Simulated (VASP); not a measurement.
# HgTe (F-43m) in VASP: further runs, part 2 of 2

VASP 6.6.1. The steps go on from the part before.

### Step 3. Single point, PBE+D3(BJ) (volume scaled by 1.02)

INCAR reads:

```
SYSTEM = HgTe
ALGO = Normal ; EDIFF = 1E-7
ENCUT = 520 ; GGA = PE
ISIF = 2 ; ISMEAR = 0
IVDW = 12 ; LASPH = .True.
LCHARG = .False. ; LREAL = .False.
LWAVE = .False. ; NBANDS = 16
NELM = 60 ; PREC = Accurate
SIGMA = 0.05
```

KPOINTS reads:

```
k-points
0
Gamma
  6 6 6
  0 0 0
```

POSCAR reads:

```
HgTe
1.0
    0.0000000000      3.3005618955      3.3005618955
    3.3005618955      0.0000000000      3.3005618955
    3.3005618955      3.3005618955      0.0000000000
Hg Te
1 1
Direct
    0.0000000000      0.0000000000      0.0000000000
    0.2500000000      0.2500000000      0.2500000000
```

Potentials or basis: VASP PAW PBE potentials, release 64 (Hg, Te).

Command:

```bash
$ cat potpaw_PBE.64/Hg/POTCAR potpaw_PBE.64/Te/POTCAR > POTCAR
$ mpirun -np 1 vasp_std > vasp.out
```

OUTCAR:

```text
SYSTEM = HgTe
   EDIFF = 1E-7
   ENCUT = 520
   GGA = PE
   ISIF = 2
   ISMEAR = 0
   IVDW = 12
   LASPH = .True.
   LREAL = .False.
   NELM = 60
   PREC = Accurate
 IVDW          = 12

 ion  position               nearest neighbor table
   1  0.000  0.000  0.000-   2 2.86   2 2.86   2 2.86   2 2.86
   2  0.250  0.250  0.250-   1 2.86   1 2.86   1 2.86   1 2.86

  LATTYP: Found a face centered cubic cell.
 ALAT       =     6.6011237910

  Lattice vectors:

 A1 = (   0.0000000000,   3.3005618955,   3.3005618955)
 A2 = (   3.3005618955,   0.0000000000,   3.3005618955)
 A3 = (   3.3005618955,   3.3005618955,   0.0000000000)

Analysis of symmetry for initial positions (statically):
=====================================================================
 Subroutine PRICEL returns:
 Original cell was already a primitive cell.

 Routine SETGRP: Setting up the symmetry group for a
 face centered cubic supercell.

 Subroutine GETGRP returns: Found 24 space group operations
 (whereof 24 operations were pure point group operations)
 out of a pool of 48 trial point group operations.

The static configuration has the point symmetry T_d .

Analysis of symmetry for dynamics (positions and initial velocities):
=====================================================================
 Subroutine PRICEL returns:
 Original cell was already a primitive cell.

 Routine SETGRP: Setting up the symmetry group for a
 face centered cubic supercell.

 Subroutine GETGRP returns: Found 24 space group operations
 (whereof 24 operations were pure point group operations)
 out of a pool of 48 trial point group operations.

The dynamic configuration has the point symmetry T_d .

 Subroutine INISYM returns: Found 24 space group operations
 (whereof 24 operations are pure point group operations),
 and found     1 'primitive' translations

----------------------------------------------------------------------------------------

                                     Primitive cell

  volume of cell :      71.9107

  direct lattice vectors                    reciprocal lattice vectors
     0.000000000  3.300561896  3.300561896    -0.151489357  0.151489357  0.151489357
     3.300561896  0.000000000  3.300561896     0.151489357 -0.151489357  0.151489357
     3.300561896  3.300561896  0.000000000     0.151489357  0.151489357 -0.151489357

  length of vectors
     4.667699396  4.667699396  4.667699396     0.262387264  0.262387264  0.262387264

  position of ions in fractional coordinates (direct lattice)
     0.000000000  0.000000000  0.000000000
     0.250000000  0.250000000  0.250000000

  ion indices of the primitive-cell ions
   primitive index   ion index
                 1           1
                 2           2

----------------------------------------------------------------------------------------

 KPOINTS: k-points

Automatic generation of k-mesh.
 Grid dimensions read from file:
 generate k-points for:    6    6    6

 Generating k-lattice:

  Cartesian coordinates                     Fractional coordinates (reciprocal lattice)
    -0.025248226  0.025248226  0.025248226     0.166666667  0.000000000  0.000000000
     0.025248226 -0.025248226  0.025248226     0.000000000  0.166666667  0.000000000
     0.025248226  0.025248226 -0.025248226     0.000000000  0.000000000  0.166666667

  Length of vectors
     0.043731211  0.043731211  0.043731211

  Shift w.r.t. Gamma in fractional coordinates (k-lattice)
     0.000000000  0.000000000  0.000000000

 Subroutine IBZKPT returns following result:
 ===========================================

 Found     16 irreducible k-points:

 Following reciprocal coordinates:
            Coordinates               Weight
  0.000000  0.000000  0.000000      1.000000
  0.166667  0.000000  0.000000      8.000000
  0.333333  0.000000  0.000000      8.000000
  0.500000  0.000000  0.000000      4.000000
  0.166667  0.166667  0.000000      6.000000
  0.333333  0.166667  0.000000     24.000000
[... 8 lines left out ...]
 -0.333333  0.333333  0.166667     24.000000
 -0.333333  0.500000  0.166667     12.000000
   k-points           NKPTS =     16   k-points in BZ     NKDIM =     16   number of bands    NBANDS=     16
   number of dos      NEDOS =    301   number of ions     NIONS =      2
   total plane-waves  NPLWV =  46656
   dimension x,y,z NGX =    36 NGY =   36 NGZ =   36
   dimension x,y,z NGXF=    72 NGYF=   72 NGZF=   72
   ions per type =               1   1
   NGX,Y,Z   is equivalent  to a cutoff of  12.82, 12.82, 12.82 a.u.
   NGXF,Y,Z  is equivalent  to a cutoff of  25.64, 25.64, 25.64 a.u.
 SYSTEM =  HgTe
   PREC   = accura    normal or accurate (medium, high low for compatibility)
   ISTART =      0    job   : 0-new  1-cont  2-samecut
   ICHARG =      2    charge: 1-file 2-atom 10-const
   ISPIN  =      1    spin polarized calculation?
   LNONCOLLINEAR =      F non collinear calculations
   LSORBIT =      F    spin-orbit coupling
   LASPH  =      T    aspherical Exc in radial PAW
   ENCUT  =  520.0 eV  38.22 Ry    6.18 a.u.   8.68  8.68  8.68*2*pi/ulx,y,z
   NELM   =     60;   NELMIN=  2; NELMDL= -5     # of ELM steps
   EDIFF  = 0.1E-06   stopping-criterion for ELM
   LREAL  =      F    real-space projection
   EDIFFG = 0.1E-05   stopping-criterion for IOM
   NSW    =      0    number of steps for IOM
   IBRION =     -1    ionic relax: 0-MD 1-quasi-New 2-CG
   NFREE  =      0    steps in history (QN), initial steepest desc. (CG)
   ISIF   =      2    stress and relaxation
   ISYM   =      2    0-nonsym 1-usesym 2-fastsym
   POTIM  = 0.5000    time-step for ionic-motion
   TEBEG  =    0.0;   TEEND  =   0.0 temperature during run
   PSTRESS=    0.0 pullay stress
   NELECT =      18.0000    total number of electrons
   NUPDOWN=      -1.0000    fix difference up-down
   EMIN   =  10.00;   EMAX   =-10.00  energy-range for DOS
   EFERMI =   0.00;   METHOD = LEGACY
   ISMEAR =     0;   SIGMA  =   0.05  broadening in eV -4-tet -1-fermi 0-gaus
   EFERMI_NEDOS =   21; number of points for ismear=-14 and -15
   IALGO  =     38    algorithm
   IMIX   =      4    mixing-type and parameters
     AMIX     =   0.40;   BMIX     =  1.00
     AMIX_MAG =   1.60;   BMIX_MAG =  1.00
  volume/ion in A,a.u.               =      35.96       242.64
  Fermi-wavevector in a.u.,A,eV,Ry     =   1.031734  1.949695 14.483065  1.064475
  Thomas-Fermi vector in A             =   2.165897
   LORBIT       =      0    0 simple, 1 ext, 2 COOP (PROOUT), +10 PAW based schemes
   GGA     = PE    functional components
   LHFCALC =     F    Hartree Fock is set to
   AEXX    =    0.0000 exact exchange contribution
   IVDW    =    12    specifies the selected vdW correction
   LEPSILON=     F    determine dielectric tensor
   LRPA    =     F    only Hartree local field effects (RPA)
 non-spin polarized calculation
 Gauss-broadening in eV      SIGMA  =   0.05
  energy-cutoff  :      520.00
  volume of cell :       71.91
 maximum number of plane-waves:      1964
   NGX = 17   NGY = 17   NGZ = 17

 number of electron      18.0000000 magnetization

 Free energy of the ion-electron system (eV)
  ---------------------------------------------------
  ext. energy  EPLUGINS =         0.00000000
  ---------------------------------------------------
  free energy    TOTEN  =        -3.63604797 eV

  energy without entropy =       -3.63569088  energy(sigma->0) =       -3.63586943

 E-fermi :   2.4725     XC(G=0):  -8.4557

 val. band max:        2.4572475907   @ k =   0.0000   0.0000   0.0000
 cond. band min:       3.1578495654   @ k =   0.5000   0.0000   0.0000
 fundamental gap:      0.7006019748
 Fermi energy:         2.4724760790

 k-point     1 :       0.0000    0.0000    0.0000
  band No.  band energies     occupation
      1      -9.0975      2.00000
      2      -4.5526      2.00000
      3      -4.5526      2.00000
      4      -4.5526      2.00000
      5      -4.0966      2.00000
      6      -4.0966      2.00000
[... 8 lines left out ...]
     15      11.9169      0.00000
     16      11.9169      0.00000
[... 267 lines left out ...]
 k-point    16 :      -0.3333    0.5000    0.1667
  band No.  band energies     occupation
      1      -8.4289      2.00000
      2      -4.3560      2.00000
      3      -4.3090      2.00000
      4      -4.1946      2.00000
      5      -4.0799      2.00000
      6      -3.6092      2.00000
[... 8 lines left out ...]
     15      13.1577      0.00000
     16      13.4068      0.00000

------------------------ aborting loop because EDIFF is reached ----------------------------------------

 Edisp (eV)   -0.66912

 E8    (eV) :    -0.3025

  FORCE on cell =-STRESS in cart. coord.  units (eV):
  Direction    XX          YY          ZZ          XY          YZ          ZX
  --------------------------------------------------------------------------------------
  -------------------------------------------------------------------------------------
  Total      -0.37695    -0.37695    -0.37695    -0.00000     0.00000    -0.00000
  in kB      -8.39843    -8.39843    -8.39843    -0.00000     0.00000    -0.00000
  external pressure =       -8.40 kB  Pullay stress =        0.00 kB

 VOLUME and BASIS-vectors are now :
 -----------------------------------------------------------------------------
  energy-cutoff  :      520.00
  volume of cell :       71.91
      direct lattice vectors                 reciprocal lattice vectors
     0.000000000  3.300561896  3.300561896    -0.151489357  0.151489357  0.151489357
     3.300561896  0.000000000  3.300561896     0.151489357 -0.151489357  0.151489357
     3.300561896  3.300561896  0.000000000     0.151489357  0.151489357 -0.151489357

 POSITION                                       TOTAL-FORCE (eV/Angst)
 -----------------------------------------------------------------------------------
      0.00000      0.00000      0.00000        -0.000000     -0.000000     -0.000000
      1.65028      1.65028      1.65028         0.000000      0.000000      0.000000
 -----------------------------------------------------------------------------------
    total drift:                               -0.000000     -0.000000     -0.000000

  FREE ENERGIE OF THE ION-ELECTRON SYSTEM (eV)
  ---------------------------------------------------
  free  energy   TOTEN  =        -4.3051657394 eV

  energy  without entropy=       -4.3048086507  energy(sigma->0) =       -4.30498720
```

stdout:

```text
POSCAR found type information on POSCAR HgTe
 POSCAR found :  2 types and       2 ions
 scaLAPACK will be used
 LDA part: xc-table for (Slater+PW92), standard interpolation
 POSCAR, INCAR and KPOINTS ok, starting setup
 FFT: planning ... GRIDC
 FFT: planning ... GRID_SOFT
 FFT: planning ... GRID
 WAVECAR not read
 entering main loop
```

Run time: 46 s. Hardware: 1 thread of AMD EPYC 7R13, shared host; peak memory 0.18 GiB.

Results:

| Property | Result |
| --- | --- |
| Free energy | -4.3052 eV |
| Pressure | -0.8 GPa |
| Band gap on the k mesh | zero (filled and empty bands touch) |
| Dispersion energy per atom | -0.335 eV |

Caveat: three body term missing; spin-orbit coupling is left out, which moves the levels of the heavy elements; pairwise dispersion overbinds metals, which lowers pressure and volume.

### Step 4. Single point, PBE+D3(BJ) (volume scaled by 1.04)

INCAR reads:

```
  ALGO = Normal
  EDIFF = 1E-6
  ENCUT = 520
  GGA = PE
  ISIF = 2
  ISMEAR = 0
  IVDW = 12
  LASPH = T
  LCHARG = F
  LREAL = F
  LWAVE = F
  NBANDS = 16
  NELM = 100
  PREC = Accurate
  SIGMA = 0.05
```

KPOINTS reads:

```
k-points
0
Gamma
  6 6 6
```

POSCAR reads:

```
HgTe
1.0
    0.0000000000      3.3219947161      3.3219947161
    3.3219947161      0.0000000000      3.3219947161
    3.3219947161      3.3219947161      0.0000000000
Hg Te
1 1
Direct
    0.0000000000      0.0000000000      0.0000000000
    0.2500000000      0.2500000000      0.2500000000
```

Potentials or basis: VASP PAW PBE potentials, release 64 (Hg, Te).

Command:

```bash
$ cat potpaw_PBE.64/Hg/POTCAR potpaw_PBE.64/Te/POTCAR > POTCAR
$ mpirun -np 1 vasp_std > vasp.out
```

OUTCAR:

```text
EDIFF = 1E-6
   ENCUT = 520
   GGA = PE
   ISIF = 2
   ISMEAR = 0
   IVDW = 12
   LASPH = T
   LREAL = F
   NELM = 100
   PREC = Accurate
 IVDW          = 12

 ion  position               nearest neighbor table
   1  0.000  0.000  0.000-   2 2.88   2 2.88   2 2.88   2 2.88
   2  0.250  0.250  0.250-   1 2.88   1 2.88   1 2.88   1 2.88

  LATTYP: Found a face centered cubic cell.
 ALAT       =     6.6439894322

  Lattice vectors:

 A1 = (   0.0000000000,   3.3219947161,   3.3219947161)
 A2 = (   3.3219947161,   0.0000000000,   3.3219947161)
 A3 = (   3.3219947161,   3.3219947161,   0.0000000000)

Analysis of symmetry for initial positions (statically):
=====================================================================
 Subroutine PRICEL returns:
 Original cell was already a primitive cell.

 Routine SETGRP: Setting up the symmetry group for a
 face centered cubic supercell.

 Subroutine GETGRP returns: Found 24 space group operations
 (whereof 24 operations were pure point group operations)
 out of a pool of 48 trial point group operations.

The static configuration has the point symmetry T_d .
[... 149 lines left out ...]

  energy without entropy =       -3.64089396  energy(sigma->0) =       -3.64107250

 E-fermi :   2.2838     XC(G=0):  -8.3691

 val. band max:        2.2685706749   @ k =   0.0000   0.0000   0.0000
 cond. band min:       2.9674322407   @ k =   0.5000   0.0000   0.0000
 fundamental gap:      0.6988615658
 Fermi energy:         2.2837991550

 k-point     1 :       0.0000    0.0000    0.0000
  band No.  band energies     occupation
      1      -9.1631      2.00000
      2      -4.6426      2.00000
      3      -4.6426      2.00000
      4      -4.6426      2.00000
      5      -4.2079      2.00000
      6      -4.2079      2.00000
[... 281 lines left out ...]
      3      -4.4110      2.00000
      4      -4.2996      2.00000
      5      -4.1913      2.00000
      6      -3.7468      2.00000
[... 8 lines left out ...]
     15      12.9152      0.00000
     16      13.1549      0.00000

------------------------ aborting loop because EDIFF is reached ----------------------------------------

 Edisp (eV)   -0.65393

 E8    (eV) :    -0.2953

  FORCE on cell =-STRESS in cart. coord.  units (eV):
  Direction    XX          YY          ZZ          XY          YZ          ZX
  --------------------------------------------------------------------------------------
  -------------------------------------------------------------------------------------
  Total      -0.67979    -0.67979    -0.67979     0.00000     0.00000     0.00000
  in kB     -14.85443   -14.85443   -14.85443     0.00000     0.00000     0.00000
  external pressure =      -14.85 kB  Pullay stress =        0.00 kB

 VOLUME and BASIS-vectors are now :
 -----------------------------------------------------------------------------
  energy-cutoff  :      520.00
  volume of cell :       73.32
      direct lattice vectors                 reciprocal lattice vectors
     0.000000000  3.321994716  3.321994716    -0.150511979  0.150511979  0.150511979
     3.321994716  0.000000000  3.321994716     0.150511979 -0.150511979  0.150511979
     3.321994716  3.321994716  0.000000000     0.150511979  0.150511979 -0.150511979

 POSITION                                       TOTAL-FORCE (eV/Angst)
 -----------------------------------------------------------------------------------
      0.00000      0.00000      0.00000         0.000000      0.000000     -0.000000
      1.66100      1.66100      1.66100        -0.000000     -0.000000      0.000000
 -----------------------------------------------------------------------------------
    total drift:                               -0.000000     -0.000000     -0.000000

  FREE ENERGIE OF THE ION-ELECTRON SYSTEM (eV)
  ---------------------------------------------------
  free  energy   TOTEN  =        -4.2951821532 eV

  energy  without entropy=       -4.2948250645  energy(sigma->0) =       -4.29500361
```

Wall time 43 s (1 thread of AMD EPYC 7R13, shared host); peak memory 0.18 GiB.

What came out:

```
Free energy                : -4.2952 eV
Pressure                   : -1.5 GPa
Band gap on the k mesh     : zero (filled and empty bands touch)
Dispersion energy per atom : -0.327 eV
```

Levels at points of the mesh, in eV from the Fermi level:
```tsv
k point	band 6	band 7	band 8	band 9	band 10	band 11	band 12	band 13
(0.00, 0.00, 0.00)	-6.49	-0.93	-0.02	-0.02	-0.02	4.35	4.35	4.35
(0.50, 0.00, 0.00)	-6.24	-4.99	-0.85	-0.85	0.68	5.09	5.09	6.79
(0.50, 0.50, 0.00)	-6.12	-5.02	-1.95	-1.95	1.89	2.68	7.92	8.50
```

Caveat: three body term missing; spin-orbit coupling is left out, which moves the levels of the heavy elements; pairwise dispersion overbinds metals, which lowers pressure and volume.

### Step 5. Summary

| level | cell | gap on the mesh (eV) | pressure (GPa) |
| --- | --- | --- | --- |
| revPBE | a = 4.695 Å, angles 60.0°, 2 atoms | none | 1.4 |
| PBE+D3(BJ) | a = 4.668 Å, angles 60.0°, 2 atoms | none | -0.8 |
| PBE+D3(BJ) | a = 4.698 Å, angles 60.0°, 2 atoms | none | -1.5 |

Alike in all rows: task single point; potentials or basis VASP PAW PBE potentials, release 64 (Hg, Te); no spin polarisation; k mesh 6 × 6 × 6; cutoff (eV) 520; smearing gaussian 0.05 eV.

Caveats: spin-orbit coupling is left out, which moves the levels of the heavy elements; three body term missing (some runs); pairwise dispersion overbinds metals, which lowers pressure and volume (some runs); the PAW data sets were made with another functional, which shifts forces and pressure a little (some runs).

Absolute energies hang on the potentials; compare differences alone.
